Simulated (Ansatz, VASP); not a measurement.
## Two plane-wave programs on Mo

File INCAR:

```
PREC     = Accurate       # precision mode
ENCUT    = 520            # plane-wave cutoff, eV
EDIFF    = 1E-7           # SCF threshold, eV
ISMEAR   = 0              # smearing method
SIGMA    = 0.15           # smearing width, eV
LREAL    = False          # projectors in reciprocal space
LASPH    = True           # aspherical terms in the spheres
NELM     = 60             # most SCF steps
ALGO     = Fast           # electronic algorithm
ISIF     = 2              # what is computed and relaxed
LWAVE    = False          # write WAVECAR
LCHARG   = True           # write CHGCAR
LELF     = True           # ELF
LVHAR    = True         
NBANDS   = 13             # bands
```

Contents of KPOINTS:

```
Automatic mesh
0
Gamma
  22 22 22
```

The input POSCAR:

```
Mo
1.0
   -1.6102750000      1.5710000000      1.5710000000
    1.6102750000     -1.5710000000      1.5710000000
    1.6102750000      1.5710000000     -1.5710000000
Mo
1
Direct
    0.0000000000      0.0000000000      0.0000000000
```

Input for Ansatz:

```yaml
crystal:
  lattice:
    - [-1.610275, 1.571, 1.571]
    - [1.610275, -1.571, 1.571]
    - [1.610275, 1.571, -1.571]
  atoms:
    - { symbol: Mo, position: [0.0, 0.0, 0.0] }
basis:
  ecutwfc: 650.0
kpoints:
  mp_grid: { grid: [22, 22, 22] }
hamiltonian:
  xc: lda
scf:
  occupations: { method: gaussian, width: 0.15 }
output:
  forces: true
  stress: true
  eigenvalues: true
```

Change from the starting cell: strain +0.0250 x Voigt [1, 0, 0, 0, 0, 0], atoms carried along.

Alike in both runs: task single point; functional LDA; k mesh 22 × 22 × 22; occupations gaussian, width 0.15 eV; no spin polarisation.

|  | VASP | Ansatz |
| --- | --- | --- |
| version | VASP 6.6.1 | Ansatz 0.2.0 |
| potentials or method | VASP PAW LDA potentials, release 64 (Mo_sv), cutoff 520 eV | scalar-relativistic, plane waves, PAW |
| valence electrons in the cell | 14 | 14 |

Ansatz gave:

```
gap on the k mesh at the Fermi level (eV)                     : none
pressure (GPa)                                                : -14.0
traceless stress, the component that is largest in VASP (GPa) : -4.67
```

**Question.** Estimate VASP's values.

**Answer.** gap on the k mesh at the Fermi level (eV): none; pressure (GPa): -13.0; traceless stress, the component that is largest in VASP (GPa): -4.68.

LDA's correlation is that of Perdew and Zunger in VASP and of Perdew and Wang (1992) in Ansatz. A gap of «none» marks a metal or a gap that the smearing closes.
